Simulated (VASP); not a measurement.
Runs of VASP 6.6.1 on Rh. The structure is that of space group Fd-3m (No. 227), or close to it. The cells are those of the table. This isn't the form of Rh at room conditions, which is fcc.

| task | spin | cell | k mesh | cutoff (eV) | gap on the mesh (eV) | pressure (GPa) |
| --- | --- | --- | --- | --- | --- | --- |
| single point | off | a = 3.654 Å, angles 60.0°, 2 atoms | 11 × 11 × 11 | 520 | none | (a) |
| single point | off | a = 3.813 Å, angles 60.0°, 2 atoms | 11 × 11 × 11 | 520 | none | 0.7 |
| single point | off | a = 3.813 Å, angles 60.0°, 2 atoms | 10 × 10 × 10 | 520 | none | 0.7 |
| single point | off | a = 3.960 Å, angles 60.0°, 2 atoms | 11 × 11 × 11 | 520 | none | -13.4 |
| single point | off | a = 3.813 Å, angles 60.0°, 2 atoms | 17 × 17 × 17 | 500 | none | 0.7 |
| single point | off | a = 3.863 Å, angles 60.0°, 2 atoms | 11 × 11 × 11 | 520 | none | -5.2 |
| relaxation of cell and atoms | off | relaxed from a = 3.745 Å, angles 60.0°, 2 atoms | 10 × 10 × 10 | 600 | none | 0.0 |
| single point | off | a = 3.708 Å, angles 60.0°, 2 atoms | 11 × 11 × 11 | 520 | none | 17.5 |
| single point | non-collinear, zero start, SOC | a = 3.813 Å, angles 60.0°, 2 atoms | 10 × 10 × 10 | 500 | - | (b) |
| single point | off | a = 3.912 Å, angles 60.0°, 2 atoms | 11 × 11 × 11 | 520 | none | -9.8 |
| single point | off | a = 3.761 Å, angles 60.0°, 2 atoms | 11 × 11 × 11 | 520 | none | 8.1 |

Alike in all rows: level LDA; potentials or basis VASP PAW LDA potentials, release 64 (Rh_pv); smearing fermi-dirac 0.1 eV.

Fill in the values left out.

(a) 29.6; (b) 0.9.

Caveats: the cell stands under pressure (at least some runs); the cell stands under tension (at least some runs).

A k mesh can miss the band edges, and rows without SOC leave out spin-orbit coupling on Rh.

A gap of «none» marks levels without a gap at the run's occupations.
